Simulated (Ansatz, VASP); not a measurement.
Ta4H3 in VASP and in Ansatz

```
CELL_PARAMETERS angstrom
-2.27551 2.27551 3.82011
2.27551 -2.27551 3.82011
2.27551 2.27551 -3.82011
ATOMIC_POSITIONS crystal
Ta 0.23776 0.23776 0.00000
Ta 0.50000 0.00000 0.50000
Ta 0.00000 0.50000 0.50000
Ta 0.76224 0.76224 0.00000
H 0.75000 0.25000 0.50000
H 0.25000 0.75000 0.50000
H 0.50000 0.50000 0.00000
```

Change from the starting cell: species swapped into the Hf4N3 type (I4/mmm, No. 139).

Alike in both runs: functional PBE; k mesh 5 × 5 × 5; occupations gaussian, width 0.2 eV; no spin polarisation.

Ansatz relaxed the structure, and its values are those at the end. VASP's run is a single point on that final structure, the one shown.

|  | VASP | Ansatz |
| --- | --- | --- |
| version | VASP 6.6.1 | Ansatz 0.2.0 |
| potentials or method | VASP PAW PBE potentials, release 64 (Ta_pv, H), cutoff 520 eV | scalar-relativistic, plane waves, PAW |
| valence electrons in the cell | 47 | 55 |

|  | VASP | Ansatz | Ansatz less VASP |
| --- | --- | --- | --- |
| gap on the k mesh at the Fermi level (eV) | none | none | - |
| pressure (GPa) | 0.1 | 0.0 | -0.11 |

A gap of «none» marks a metal or a gap that the smearing closes. VASP's potentials hold 47 valence electrons a cell and Ansatz's 55, so a difference there can come from the potentials and not from the codes.

The k mesh is coarse, so the values compare programs but aren't converged. Neither program's run includes spin-orbit coupling.
